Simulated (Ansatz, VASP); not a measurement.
**Na in VASP and in Ansatz**

```
CELL_PARAMETERS angstrom
3.74172 0.00000 0.00000
-1.87086 3.24042 0.00000
0.00000 0.00000 6.11270
ATOMIC_POSITIONS crystal
Na 0.33333 0.66667 0.25000
Na 0.66667 0.33333 0.75000
```

Change from the starting cell: volume scaled by 0.98.

Alike in both runs: task single point; functional PBEsol; k mesh 13 × 13 × 7; occupations fermi-dirac, width 0.05 eV; no spin polarisation.

```csv
,VASP,Ansatz
version,VASP 6.6.1,Ansatz 0.2.0
potentials or method,"VASP PAW PBE potentials, release 64 (Na_pv), cutoff 520 eV","all-electron LAPW, scalar-relativistic"
```

VASP gave:

| Property | Result |
| --- | --- |
| pressure (GPa) | -0.1 |
| traceless stress, the component that is largest in VASP (GPa) | 0.09 |

Estimate Ansatz's values.

pressure (GPa): -0.1; traceless stress, the component that is largest in VASP (GPa): 0.08.

VASP's potentials were made for PBE, not for PBEsol. Ansatz ran all-electron here, and VASP with PAW potentials.
